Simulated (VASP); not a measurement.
O: single point with PBEsol

O:

```
O
1.0
     2.85140   -1.66242    0.00000
     2.85140    1.66242    0.00000
    -2.39449    0.00000    3.64705
O
2
Direct
  0.02545 0.02545 0.15557
  0.97455 0.97455 0.84443
```

```json
{"Program": "VASP 6.6.1", "Task": "single point", "Functional": "PBEsol", "Potentials or basis": "VASP PAW PBE potentials, release 64 (O)", "Cutoff": "520 eV", "k mesh": "7 × 7 × 5", "Occupations": "fermi-dirac, width 0.1 eV", "Spin": "no spin polarisation"}
```

```json
{
  "Pressure": "-1.2 GPa",
  "Largest force": "0.423 eV/Å",
  "Band gap on the k mesh": "zero (bands 6 and 7 overlap by 0.28 eV)"
}
```

Forces in eV/Å, atoms in the order of the input:
```
O   -0.022  0.000  0.422
O    0.022  0.000 -0.422
```

Stress tensor (GPa, compression positive):
```
-0.16  0.00 -0.06
 0.00 -3.14  0.00
-0.06  0.00 -0.18
```

Levels at points of the mesh, in eV from the Fermi level:
```csv
k point,band 4,band 5,band 6,band 7,band 8,band 9
"(0.00, 0.00, 0.00)",-6.28,-6.25,-0.08,0.20,6.66,10.44
```

Run time: 64 s on 1 thread of Intel Xeon 8259CL, on a shared host, peak memory 0.16 GiB.

Caveat: the standard files for N, O and F lose accuracy on very short bonds; spin is off for a triplet molecule; this functional lacks dispersion, which holds the molecules together, so the pressure and a relaxed volume are unreliable; the PAW data sets were made with another functional, which shifts forces and pressure a little.
